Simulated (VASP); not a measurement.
# V: relaxation of cell and atoms with PBE

The system is V.

```
V
1.0
    -1.48826    1.48826    1.52285
     1.48826   -1.48826    1.52285
     1.48826    1.48826   -1.52285
V
1
Direct
  0.50000 0.50000 0.00000
```

| Item | Value |
| --- | --- |
| Program | VASP 6.6.1 |
| Task | relaxation of cell and atoms |
| Functional | PBE |
| Potentials or basis | VASP PAW PBE potentials, release 64 (V_sv) |
| Cutoff | 600 eV |
| k mesh | 26 × 26 × 26 |
| Occupations | gaussian, width 0.1 eV |
| Spin | no spin polarisation |
| Dipole correction | no |
| Further INCAR settings | ALGO = Fast; EDIFF = 1e-06; IBRION = 2; EDIFFG = -0.01; NSW = 100; ISIF = 3 |

| Quantity | Value |
| --- | --- |
| Relaxed volume | 13.48 Å³/atom |
| Relaxed cell | a = 2.597 Å, b = 2.597 Å, c = 2.597 Å, α = 109.47°, β = 109.47°, γ = 109.48° |
| Space group after relaxing (to 0.05 Å) | Im-3m (No. 229) |
| Energy gained by relaxing | 2.0 meV/atom |
| Ionic steps | 7 |
| Pressure after relaxing | -0.1 GPa |

Step by step:
```tsv
step	energy change (eV)	largest force (eV/Å)	pressure (GPa)	volume (Å³)
1	0.0000	0.0000	-0.20	13.49
2	-0.0015	0.0000	0.27	13.46
3	-0.0019	0.0000	0.54	13.43
4	-0.0019	0.0000	0.64	13.43
5	-0.0017	0.0000	-0.76	13.54
6	-0.0020	0.0000	0.14	13.47
7	-0.0020	0.0000	-0.08	13.48
```

Final structure:
```
V
1.0
    -1.49932    1.49932    1.49906
     1.49932   -1.49932    1.49906
     1.49932    1.49932   -1.49906
V
1
Direct
  0.50000 0.50000 0.00000
```

Levels at points of the mesh, in eV from the Fermi level:
| k point | band 5 | band 6 | band 7 | band 8 | band 9 | band 10 |
| --- | --- | --- | --- | --- | --- | --- |
| (0.00, 0.00, 0.00) | -6.58 | 0.41 | 0.41 | 0.41 | 2.42 | 2.42 |
| (0.50, 0.00, 0.00) | -3.17 | -1.13 | 1.64 | 2.42 | 2.78 | 4.11 |
| (0.50, 0.50, 0.00) | -3.17 | -1.13 | 1.64 | 2.42 | 2.78 | 4.11 |
| (0.50, 0.50, 0.50) | -2.99 | -2.99 | 3.72 | 3.72 | 3.72 | 10.20 |

It took 8.2 min on 1 thread of Intel(R) Xeon(R) Platinum 8375C CPU @ 2.90GHz (Ice Lake), on a shared host, peak memory 0.37 GiB.
